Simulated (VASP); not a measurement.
A run of VASP 6.6.1 is set up as follows.

Contents of INCAR:

```
SYSTEM = SnO
ALGO = Normal
DIPOL = 0.5 0.5 0.399
EDIFF = 1E-6
ENCUT = 520
GGA = PE
IDIPOL = 3
ISIF = 2
ISMEAR = 0
IVDW = 12
LASPH = .True.
LCHARG = .True.
LDIPOL = .True.
LELF = .True.
LREAL = .False.
LVACPOTAV = .True.
LVHAR = .True.
LWAVE = .False.
NBANDS = 50
NELM = 80
PREC = Accurate
SIGMA = 0.05
```

The input KPOINTS:

```
k-points
0
Gamma
  7 7 1
  0 0 0
```

POSCAR

```
SnO
1.0
    3.8201528477      0.0002954339      0.0000000000
   -0.0003145169      3.8201528461      0.0000000000
    0.0000000000      0.0000000000     22.2260749922
Sn O
4 4
Direct
    0.9999452930      0.9999452930      0.2024648977
    0.4999452930      0.4999452930      0.3087831522
    0.4999452930      0.6249452930      0.4887519501
   -0.0000547070      0.1249452930      0.5950702046
    0.9999461076      0.4999461076      0.2556240249
    0.4999461076      0.9999461076      0.2556240249
    0.4999461076      0.1249461076      0.5419110773
   -0.0000538924      0.6249461076      0.5419110773
```

Potentials or basis: VASP PAW PBE potentials, release 64 (Sn_d, O).

Launch:

```bash
$ cat potpaw_PBE.64/Sn_d/POTCAR potpaw_PBE.64/O/POTCAR > POTCAR
$ mpirun -np 1 vasp_std > vasp.out
```

Question: Estimate the dispersion energy per atom.

Answer: -0.157 eV.

Question: Estimate the band gap on the k mesh.

Answer: 2.23 eV (least direct gap 2.47 eV).

Forces on the atoms (eV/Å):
```
Sn   0.000 -0.006 -0.083
Sn   0.000 -0.038 -0.050
Sn   0.000  0.038  0.050
Sn   0.000  0.006  0.083
O    0.000  0.012 -0.005
O    0.000 -0.030 -0.006
O    0.000  0.030  0.006
O    0.000 -0.012  0.005
```

Caveat: the cell differs from its parent crystal (layers slid over each other); spin-orbit coupling is left out, which moves the levels of the heavy elements.
